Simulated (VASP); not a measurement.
A run of VASP 6.6.1 is set up as follows.

File INCAR:

```
  PREC = Accurate
  ENCUT = 520
  EDIFF = 1E-6
  ISMEAR = 0
  SIGMA = 0.1
  LREAL = False
  LASPH = True
  NELM = 60
  ALGO = Normal
  ISIF = 2
  LWAVE = False
  LCHARG = False
  GGA = PE
  NBANDS = 26
```

File KPOINTS:

```
Automatic mesh
0
Gamma
  6 6 6
```

POSCAR

```
AlB3P4
1.0
   -2.4050635496      2.4050635496      4.7807232054
    2.4050635496     -2.4050635496      4.7807232054
    2.4050635496      2.4050635496     -4.7807232054
Al B P
1 3 4
Direct
    0.0000000000      0.0000000000      0.0000000000
    0.5000000000      0.5000000000      0.0000000000
    0.2500000000      0.7500000000      0.5000000000
    0.7500000000      0.2500000000      0.5000000000
    0.5881904745      0.5881904745      0.4455054520
    0.1426850226      0.1426850226      0.5544945480
    0.8573149774      0.4118095255      0.0000000000
    0.4118095255      0.8573149774      0.0000000000
```

Potentials or basis: VASP PAW PBE potentials, release 64 (Al, B, P).

Command:

```bash
$ cat potpaw_PBE.64/Al/POTCAR potpaw_PBE.64/B/POTCAR potpaw_PBE.64/P/POTCAR > POTCAR
$ mpirun -np 1 vasp_std > vasp.out
```

Question: Predict the largest force.

Answer: 0.007 eV/Å.

Question: What does it give for the pressure?

Answer: -0.2 GPa.

Question: Estimate the band gap on the k mesh.

Answer: 0.94 eV.

Forces in eV/Å, atoms in the order of the input:
```
Al   0.000  0.000  0.000
B    0.000  0.000  0.000
B    0.000  0.000  0.000
B    0.000  0.000  0.000
P    0.003  0.003  0.005
P   -0.003 -0.003  0.005
P   -0.003  0.003 -0.005
P    0.003 -0.003 -0.005
```

A k mesh can miss the band edges.
